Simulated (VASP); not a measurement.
# SiO2 (R-3m) in VASP: further runs

The runs below take SiO2 through relaxation of shape and atoms at fixed volume, relaxation of cell and atoms, with PBE+D3(BJ).

All numbers are computed with VASP 6.6.1; they aren't measurements. Logs are shortened: lines on timing, memory, paths and dates and some standing lists are left out, and cuts for length are marked.

## 1. The cell of the first run

The structure is trigonal, space group R-3m (No. 166). Conventional cell: a = 2.654 Å, b = 2.654 Å, c = 13.216 Å, α = 90.00°, β = 90.00°, γ = 120.00°. Within 2.4 Å of Si (site symmetry -3m) lie 6 O at 1.78 Å. O (site symmetry 3m) has 3 Si at 1.78 Å and 3 O at 2.37 Å within 2.4 Å.

## 2. Relaxation of shape and atoms at fixed volume, PBE+D3(BJ) (8.96 Å³/atom)

INCAR reads:

```
PREC     = Accurate       # precision mode
ENCUT    = 600            # plane-wave cutoff, eV
EDIFF    = 1E-6           # SCF threshold, eV
ISMEAR   = 0              # smearing method
SIGMA    = 0.02           # smearing width, eV
LREAL    = F              # projectors in reciprocal space
LASPH    = T              # aspherical terms in the spheres
NELM     = 80             # most SCF steps
ALGO     = Normal         # electronic algorithm
ISIF     = 4              # what is computed and relaxed
LWAVE    = F              # write WAVECAR
LCHARG   = F              # write CHGCAR
GGA      = PE             # functional
IVDW     = 12             # dispersion correction
IBRION   = 2              # ionic algorithm
NSW      = 50             # ionic steps
EDIFFG   = -0.01          # ionic threshold
```

KPOINTS reads:

```
regular mesh
0
Gamma
  12 12 12
```

POSCAR reads:

```
SiO2
1.0
    1.3270616124      0.7661793792      4.4053309542
   -1.3270616124      0.7661793792      4.4053309542
    0.0000000000     -1.5323587584      4.4053309542
Si O
1 2
Direct
    0.5000000000      0.5000000000      0.5000000000
    0.7648752520      0.7648752520      0.7648752520
    0.2351247480      0.2351247480      0.2351247480
```

Potentials or basis: VASP PAW PBE potentials, release 64 (Si, O).

The run is started by

```
$ cat potpaw_PBE.64/Si/POTCAR potpaw_PBE.64/O/POTCAR > POTCAR
$ mpirun -np 1 vasp_std > vasp.out
```

OUTCAR:

```text
PREC = Accurate
   ENCUT = 600
   EDIFF = 1E-6
   ISMEAR = 0
   LREAL = F
   LASPH = T
   NELM = 80
   ISIF = 4
   GGA = PE
   IVDW = 12
   IBRION = 2
   NSW = 50
   EDIFFG = -0.01
 IVDW          = 12

 ion  position               nearest neighbor table
   1  0.500  0.500  0.500-   3 1.78   3 1.78   2 1.78   2 1.78   3 1.78   2 1.78
   2  0.765  0.765  0.765-   1 1.78   1 1.78   1 1.78
   3  0.235  0.235  0.235-   1 1.78   1 1.78   1 1.78

  LATTYP: Found a trigonal (rhomboedric) cell.
 ALAT       =     4.6642324321
 COS(alpha) =     0.8380981542

  Lattice vectors:

 A1 = (   1.3270616124,   0.7661793792,   4.4053309542)
 A2 = (  -1.3270616124,   0.7661793792,   4.4053309542)
 A3 = (   0.0000000000,  -1.5323587584,   4.4053309542)

Analysis of symmetry for initial positions (statically):
=====================================================================
 Subroutine PRICEL returns:
 Original cell was already a primitive cell.

 Routine SETGRP: Setting up the symmetry group for a
 trigonal (rhombohedral) supercell.

 Subroutine GETGRP returns: Found 12 space group operations
 (whereof 12 operations were pure point group operations)
 out of a pool of 12 trial point group operations.

The static configuration has the point symmetry D_3d.

Analysis of symmetry for dynamics (positions and initial velocities):
=====================================================================
 Subroutine PRICEL returns:
 Original cell was already a primitive cell.

 Routine SETGRP: Setting up the symmetry group for a
 trigonal (rhombohedral) supercell.

 Subroutine GETGRP returns: Found 12 space group operations
 (whereof 12 operations were pure point group operations)
 out of a pool of 12 trial point group operations.

The dynamic configuration has the point symmetry D_3d.

 Subroutine INISYM returns: Found 12 space group operations
 (whereof 12 operations are pure point group operations),
 and found     1 'primitive' translations

----------------------------------------------------------------------------------------

                                     Primitive cell

  volume of cell :      26.8752

  direct lattice vectors                    reciprocal lattice vectors
     1.327061612  0.766179379  4.405330954     0.376772258  0.217529564  0.075665900
    -1.327061612  0.766179379  4.405330954    -0.376772258  0.217529564  0.075665900
     0.000000000 -1.532358758  4.405330954     0.000000000 -0.435059129  0.075665900

  length of vectors
     4.664232432  4.664232432  4.664232432     0.441590052  0.441590052  0.441590052

  position of ions in fractional coordinates (direct lattice)
     0.500000000  0.500000000  0.500000000
     0.764875252  0.764875252  0.764875252
     0.235124748  0.235124748  0.235124748

  ion indices of the primitive-cell ions
   primitive index   ion index
                 1           1
                 2           2
                 3           3

----------------------------------------------------------------------------------------

 KPOINTS: regular mesh

Automatic generation of k-mesh.
 Grid dimensions read from file:
 generate k-points for:   12   12   12

 Generating k-lattice:

  Cartesian coordinates                     Fractional coordinates (reciprocal lattice)
     0.031397688  0.018127464  0.006305492     0.083333333 -0.000000000  0.000000000
    -0.031397688  0.018127464  0.006305492    -0.000000000  0.083333333  0.000000000
     0.000000000 -0.036254927  0.006305492     0.000000000  0.000000000  0.083333333

  Length of vectors
     0.036799171  0.036799171  0.036799171

  Shift w.r.t. Gamma in fractional coordinates (k-lattice)
     0.000000000  0.000000000  0.000000000

 Subroutine IBZKPT returns following result:
 ===========================================

 Found    189 irreducible k-points:

 Following reciprocal coordinates:
            Coordinates               Weight
  0.000000  0.000000  0.000000      1.000000
  0.083333 -0.000000 -0.000000      6.000000
  0.166667 -0.000000 -0.000000      6.000000
  0.250000  0.000000  0.000000      6.000000
  0.333333  0.000000  0.000000      6.000000
  0.416667  0.000000 -0.000000      6.000000
[... 16 lines left out ...]
  0.500000  0.166667  0.000000     12.000000
 -0.416667  0.166667  0.000000     12.000000
 [... further k-points ...]
   k-points           NKPTS =    189   k-points in BZ     NKDIM =    189   number of bands    NBANDS=     12
   number of dos      NEDOS =    301   number of ions     NIONS =      3
   total plane-waves  NPLWV =  64000
   dimension x,y,z NGX =    40 NGY =   40 NGZ =   40
   dimension x,y,z NGXF=    80 NGYF=   80 NGZF=   80
   ions per type =               1   2
   NGX,Y,Z   is equivalent  to a cutoff of  14.26, 14.26, 14.26 a.u.
   NGXF,Y,Z  is equivalent  to a cutoff of  28.51, 28.51, 28.51 a.u.
 SYSTEM =  unknown system
   PREC   = accura    normal or accurate (medium, high low for compatibility)
   ISTART =      0    job   : 0-new  1-cont  2-samecut
   ICHARG =      2    charge: 1-file 2-atom 10-const
   ISPIN  =      1    spin polarized calculation?
   LNONCOLLINEAR =      F non collinear calculations
   LSORBIT =      F    spin-orbit coupling
   LASPH  =      T    aspherical Exc in radial PAW
   ENCUT  =  600.0 eV  44.10 Ry    6.64 a.u.   9.32  9.32  9.32*2*pi/ulx,y,z
   NELM   =     80;   NELMIN=  2; NELMDL= -5     # of ELM steps
   EDIFF  = 0.1E-05   stopping-criterion for ELM
   LREAL  =      F    real-space projection
   EDIFFG = -.1E-01   stopping-criterion for IOM
   NSW    =     50    number of steps for IOM
   IBRION =      2    ionic relax: 0-MD 1-quasi-New 2-CG
   NFREE  =      1    steps in history (QN), initial steepest desc. (CG)
   ISIF   =      4    stress and relaxation
   ISYM   =      2    0-nonsym 1-usesym 2-fastsym
   POTIM  = 0.5000    time-step for ionic-motion
   TEBEG  =    0.0;   TEEND  =   0.0 temperature during run
   PSTRESS=    0.0 pullay stress
   NELECT =      16.0000    total number of electrons
   NUPDOWN=      -1.0000    fix difference up-down
   EMIN   =  10.00;   EMAX   =-10.00  energy-range for DOS
   EFERMI =   0.00;   METHOD = LEGACY
   ISMEAR =     0;   SIGMA  =   0.02  broadening in eV -4-tet -1-fermi 0-gaus
   EFERMI_NEDOS =   21; number of points for ismear=-14 and -15
   IALGO  =     38    algorithm
   IMIX   =      4    mixing-type and parameters
     AMIX     =   0.40;   BMIX     =  1.00
     AMIX_MAG =   1.60;   BMIX_MAG =  1.00
  volume/ion in A,a.u.               =       8.96        60.45
  Fermi-wavevector in a.u.,A,eV,Ry     =   1.377202  2.602535 25.805979  1.896686
  Thomas-Fermi vector in A             =   2.502377
   LORBIT       =      0    0 simple, 1 ext, 2 COOP (PROOUT), +10 PAW based schemes
   GGA     = PE    functional components
   LHFCALC =     F    Hartree Fock is set to
   AEXX    =    0.0000 exact exchange contribution
   IVDW    =    12    specifies the selected vdW correction
   LEPSILON=     F    determine dielectric tensor
   LRPA    =     F    only Hartree local field effects (RPA)
 conjugate gradient relaxation of ions
 non-spin polarized calculation
 Gauss-broadening in eV      SIGMA  =   0.02
  energy-cutoff  :      600.00
  volume of cell :       26.88
 maximum number of plane-waves:       918
 NGX is ok and might be reduce to    40
   NGX = 19   NGY = 19   NGZ = 19

--------------------------------------- Ionic step        1  -------------------------------------------

 number of electron      15.9999999 magnetization

 Free energy of the ion-electron system (eV)
  ---------------------------------------------------
  ext. energy  EPLUGINS =         0.00000000
  ---------------------------------------------------
  free energy    TOTEN  =       -22.65580130 eV

  energy without entropy =      -22.65580130  energy(sigma->0) =      -22.65580130

------------------------ aborting loop because EDIFF is reached ----------------------------------------

 Edisp (eV)   -0.60283

 E8    (eV) :    -0.2026

  FORCE on cell =-STRESS in cart. coord.  units (eV):
  Direction    XX          YY          ZZ          XY          YZ          ZX
  --------------------------------------------------------------------------------------
  -------------------------------------------------------------------------------------
  Total       1.91288     1.91288     1.15383     0.00000     0.00000     0.00000
  in kB     114.03760   114.03760    68.78641     0.00000     0.00000     0.00000
  external pressure =       98.95 kB  Pullay stress =        0.00 kB
[... 104 lines left out ...]
  energy  without entropy=      -23.2738252814  energy(sigma->0) =      -23.27382528

--------------------------------------- Ionic step        4  -------------------------------------------

 number of electron      16.0000002 magnetization

 Free energy of the ion-electron system (eV)
  ---------------------------------------------------
  ext. energy  EPLUGINS =         0.00000000
  ---------------------------------------------------
  free energy    TOTEN  =       -22.67341562 eV

  energy without entropy =      -22.67341562  energy(sigma->0) =      -22.67341562

 E-fermi :   5.3392     XC(G=0): -11.2225

 val. band max:        5.2212384188   @ k =  -0.0833   0.0833   0.0000
 cond. band min:      11.3550081940   @ k =   0.0000   0.0000   0.0000
 fundamental gap:      6.1337697752
 Fermi energy:         5.3391958708

 k-point     1 :       0.0000    0.0000    0.0000
  band No.  band energies     occupation
      1     -16.6039      2.00000
      2     -12.5401      2.00000
      3      -0.6169      2.00000
      4       2.6592      2.00000
      5       2.6592      2.00000
      6       3.8205      2.00000
      7       3.8205      2.00000
      8       5.0671      2.00000
      9      11.3550      0.00000
     10      13.1788      0.00000
     11      18.2188      0.00000
     12      18.2188      0.00000
[... 331 lines left out ...]
 k-point    24 :      -0.4167    0.1667    0.0000
  band No.  band energies     occupation
      1     -13.4276      2.00000
      2     -12.6113      2.00000
      3      -3.1068      2.00000
      4      -1.1335      2.00000
      5      -0.2681      2.00000
      6       1.7085      2.00000
      7       3.5264      2.00000
      8       3.9092      2.00000
      9      14.4384      0.00000
     10      17.0103      0.00000
     11      18.6852      0.00000
     12      19.6511      0.00000

 [... further k-points ...]

------------------------ aborting loop because EDIFF is reached ----------------------------------------

 Edisp (eV)   -0.60429

 E8    (eV) :    -0.2034

  FORCE on cell =-STRESS in cart. coord.  units (eV):
  Direction    XX          YY          ZZ          XY          YZ          ZX
  --------------------------------------------------------------------------------------
  -------------------------------------------------------------------------------------
  Total       0.54912     0.54912     0.58357     0.00000    -0.00000     0.00000
  in kB      32.73612    32.73612    34.78970     0.00000    -0.00000     0.00000
  external pressure =       33.42 kB  Pullay stress =        0.00 kB
[... 18 lines left out ...]
  FREE ENERGIE OF THE ION-ELECTRON SYSTEM (eV)
  ---------------------------------------------------
  free  energy   TOTEN  =       -23.2777073387 eV

  energy  without entropy=      -23.2777073387  energy(sigma->0) =      -23.27770734

 reached required accuracy - stopping structural energy minimisation
```

It took 5.9 min on 1 thread of AMD EPYC 7R13 (Zen 3), shared host; peak memory 0.26 GiB.

Results:

- Free energy: -23.2777 eV
- Energy gained by relaxing: 6.4 meV/atom
- Ionic steps: 4
- Pressure after relaxing: 3.3 GPa
- Largest force after relaxing: 0.004 eV/Å
- Band gap on the k mesh: 6.13 eV (least direct gap 6.29 eV)
- Dispersion energy per atom: -0.201 eV

Forces on the atoms (eV/Å):
```
Si   0.000  0.000  0.000
O    0.000  0.000 -0.004
O    0.000  0.000  0.004
```

Stress tensor (GPa, compression positive):
```
3.27 0.00 0.00
0.00 3.27 0.00
0.00 0.00 3.48
```

The path:
```tsv
step	energy change (eV)	largest force (eV/Å)	pressure (GPa)	volume (Å³)
1	0.0000	0.4955	9.90	26.88
2	-0.0152	0.1136	4.63	26.88
3	-0.0152	0.1331	4.48	26.88
4	-0.0191	0.0042	3.34	26.88
```

Final structure:
```cif
data_structure
_symmetry_space_group_name_H-M 'P 1'
_symmetry_Int_Tables_number 1
_cell_length_a 4.5907
_cell_length_b 4.5907
_cell_length_c 4.5907
_cell_angle_alpha 33.936
_cell_angle_beta 33.936
_cell_angle_gamma 33.936
_cell_volume 26.88
loop_
_atom_site_label
_atom_site_type_symbol
_atom_site_fract_x
_atom_site_fract_y
_atom_site_fract_z
_atom_site_occupancy
Si1 Si 0.50000 0.50000 0.50000 1
O1 O 0.76300 0.76300 0.76300 1
O2 O 0.23700 0.23700 0.23700 1
```

Levels at points of the mesh, in eV from the valence-band top:
| k point | band 5 | band 6 | band 7 | band 8 | band 9 | band 10 | band 11 | band 12 |
| --- | --- | --- | --- | --- | --- | --- | --- | --- |
| (0.00, 0.00, 0.00) | -2.56 | -1.40 | -1.40 | -0.15 | 6.13 | 7.96 | 13.00 | 13.00 |
| (0.50, 0.00, 0.00) | -4.26 | -2.41 | -1.96 | -1.90 | 7.86 | 10.46 | 13.30 | 14.75 |
| (0.50, 0.50, 0.00) | -4.37 | -2.03 | -1.80 | -0.94 | 7.41 | 9.69 | 11.71 | 15.20 |
| (0.50, 0.50, 0.50) | -2.51 | -2.03 | -1.47 | -1.47 | 7.14 | 8.21 | 13.15 | 13.15 |

## 3. Relaxation of shape and atoms at fixed volume, PBE+D3(BJ) (9.24 Å³/atom)

This run uses another cell than the first one, of 9.24 Å³/atom.

INCAR, as its differences from that of step 2:

```diff
@@ -7,3 +7,3 @@
 LASPH    = T              # aspherical terms in the spheres
-NELM     = 80             # most SCF steps
+NELM     = 100            # most SCF steps
 ALGO     = Normal         # electronic algorithm
```

KPOINTS reads:

```
Automatic mesh
0
Gamma
  12 12 12
```

POSCAR reads:

```
SiO2
1.0
    1.3300974234      0.7679321054      4.5251990817
   -1.3300974234      0.7679321054      4.5251990817
    0.0000000000     -1.5358642109      4.5251990817
Si O
1 2
Direct
    0.5000000000      0.5000000000      0.5000000000
    0.7666236705      0.7666236705      0.7666236705
    0.2333763295      0.2333763295      0.2333763295
```

Potentials or basis: VASP PAW PBE potentials, release 64 (Si, O).

The run is started by

```
$ cat potpaw_PBE.64/Si/POTCAR potpaw_PBE.64/O/POTCAR > POTCAR
$ mpirun -np 1 vasp_std > vasp.out
```

Wall time 6 min (1 thread of AMD EPYC 7R13 (Zen 3), shared host); peak memory 0.26 GiB.

The run converged. Its results:

```
Free energy                  : -23.2925 eV
Energy gained by relaxing    : 6.4 meV/atom
Ionic steps                  : 4
Pressure after relaxing      : 1.1 GPa
Largest force after relaxing : 0.004 eV/Å
Band gap on the k mesh       : 6.09 eV (least direct gap 6.29 eV)
Dispersion energy per atom   : -0.194 eV
```

Forces in eV/Å, atoms in the order of the input:
```
Si   0.000  0.000  0.000
O    0.000  0.000 -0.004
O    0.000  0.000  0.004
```

Stress tensor (GPa, compression positive):
```
1.01 0.00 0.00
0.00 1.01 0.00
0.00 0.00 1.22
```

Step by step:
```csv
step,energy change (eV),largest force (eV/Å),pressure (GPa),volume (Å³)
1,0.0000,0.4798,7.71,27.73
2,-0.0150,0.0879,2.73,27.73
3,-0.0151,0.1381,2.31,27.73
4,-0.0192,0.0040,1.08,27.73
```

Final structure:
```xyz
3
Lattice="1.3434 0.7756 4.4362 -1.3434 0.7756 4.4362 0.0000 -1.5512 4.4362" Properties=species:S:1:pos:R:3 pbc="T T T"
Si    0.0000    0.0000    6.6543
O     0.0000    0.0000   10.1775
O     0.0000    0.0000    3.1311
```

Levels at points of the mesh, in eV from the valence-band top:
| k point | band 6 | band 7 | band 8 | band 9 | band 10 | band 11 |
| --- | --- | --- | --- | --- | --- | --- |
| (0.00, 0.00, 0.00) | -1.33 | -1.33 | -0.20 | 6.09 | 8.01 | 13.01 |
| (0.50, 0.00, 0.00) | -2.27 | -1.85 | -1.71 | 7.84 | 10.45 | 13.27 |
| (0.50, 0.50, 0.00) | -1.97 | -1.72 | -0.92 | 7.47 | 9.73 | 11.79 |
| (0.50, 0.50, 0.50) | -1.83 | -1.38 | -1.38 | 7.06 | 8.19 | 13.13 |

A k mesh can miss the band edges.

## 4. Relaxation of cell and atoms, PBE+D3(BJ)

This run uses another cell than the first one, of 9.47 Å³/atom.

INCAR reads:

```
  ALGO = Normal
  EDIFF = 1E-6
  EDIFFG = -0.01
  ENCUT = 600
  GGA = PE
  IBRION = 2
  ISIF = 3
  ISMEAR = 0
  IVDW = 12
  LASPH = True
  LCHARG = False
  LREAL = False
  LWAVE = False
  NELM = 80
  NSW = 100
  PREC = Accurate
  SIGMA = 0.02
```

KPOINTS reads:

```
k-points
0
Gamma
  12 12 12
```

POSCAR reads:

```
SiO2
1.0
    1.3432081273      0.7755015739      4.5447609585
   -1.3432081273      0.7755015739      4.5447609585
    0.0000000000     -1.5510031478      4.5447609585
Si O
1 2
Direct
    0.5000000000      0.5000000000      0.5000000000
    0.7662586694      0.7662586694      0.7662586694
    0.2337413306      0.2337413306      0.2337413306
```

The run is started by

```
$ cat potpaw_PBE.64/Si/POTCAR potpaw_PBE.64/O/POTCAR > POTCAR
$ mpirun -np 1 vasp_std > vasp.out
```

Run time: 7.3 min. Hardware: 1 thread of AMD EPYC 7R13 (Zen 3), shared host; peak memory 0.27 GiB.

Results (log left out):

```yaml
Free_energy: -23.2968 eV
Relaxed_volume: 9.47 Å³/atom
Relaxed_cell: a = 4.793 Å, b = 4.793 Å, c = 4.793 Å, α = 32.60°, β = 32.60°, γ = 32.60°
Space_group_after_relaxing_to_0.1_Å: R-3m (No. 166)
Energy_gained_by_relaxing: 0.1 meV/atom
Ionic_steps: 7
Pressure_after_relaxing: -0.1 GPa
Largest_force_after_relaxing: 0.003 eV/Å
Band_gap_on_the_k_mesh: 6.09 eV (least direct gap 6.32 eV)
Dispersion_energy_per_atom: -0.189 eV
```

Forces on the atoms (eV/Å):
```
Si   0.000  0.000  0.000
O    0.000  0.000 -0.003
O    0.000  0.000  0.003
```

The path:
```tsv
step	energy change (eV)	largest force (eV/Å)	pressure (GPa)	volume (Å³)
1	0.0000	0.0157	0.52	28.40
2	0.0000	0.0473	-0.78	28.53
3	-0.0002	0.0138	-0.11	28.47
4	-0.0002	0.0168	-0.02	28.45
5	-0.0002	0.0114	-0.04	28.46
6	-0.0002	0.0102	-0.05	28.45
7	-0.0002	0.0031	-0.09	28.42
```

Final structure:
```xyz
3
Lattice="1.3451 0.7766 4.5340 -1.3451 0.7766 4.5340 0.0000 -1.5532 4.5340" Properties=species:S:1:pos:R:3 pbc="T T T"
Si    0.0000    0.0000    6.8011
O     0.0000    0.0000   10.4213
O     0.0000    0.0000    3.1808
```

Levels at points of the mesh, in eV from the valence-band top:
| k point | band 6 | band 7 | band 8 | band 9 | band 10 | band 11 |
| --- | --- | --- | --- | --- | --- | --- |
| (0.00, 0.00, 0.00) | -1.27 | -1.27 | -0.23 | 6.09 | 8.07 | 13.05 |
| (0.50, 0.00, 0.00) | -2.16 | -1.76 | -1.57 | 7.85 | 10.45 | 13.25 |
| (0.50, 0.50, 0.00) | -1.92 | -1.66 | -0.90 | 7.53 | 9.77 | 11.86 |
| (0.50, 0.50, 0.50) | -1.68 | -1.31 | -1.31 | 7.03 | 8.20 | 13.08 |

## 5. Overview

| task | cell | gap on the mesh (eV) | pressure (GPa) |
| --- | --- | --- | --- |
| relaxation of shape and atoms at fixed volume | relaxed from a = 4.664 Å, angles 33.1°, 3 atoms, atomic positions A | 6.13 | 3.3 |
| relaxation of shape and atoms at fixed volume | relaxed from a = 4.779 Å, angles 32.3°, 3 atoms, atomic positions B | 6.09 | 1.1 |
| relaxation of cell and atoms | relaxed from a = 4.802 Å, angles 32.5°, 3 atoms, atomic positions C | 6.09 | -0.1 |

Alike in all rows: level PBE+D3(BJ); potentials or basis VASP PAW PBE potentials, release 64 (Si, O); no spin polarisation; k mesh 12 × 12 × 12; cutoff (eV) 600; smearing gaussian 0.02 eV.

Total energies depend on the potentials used, so only differences within one code and one set of settings carry meaning.
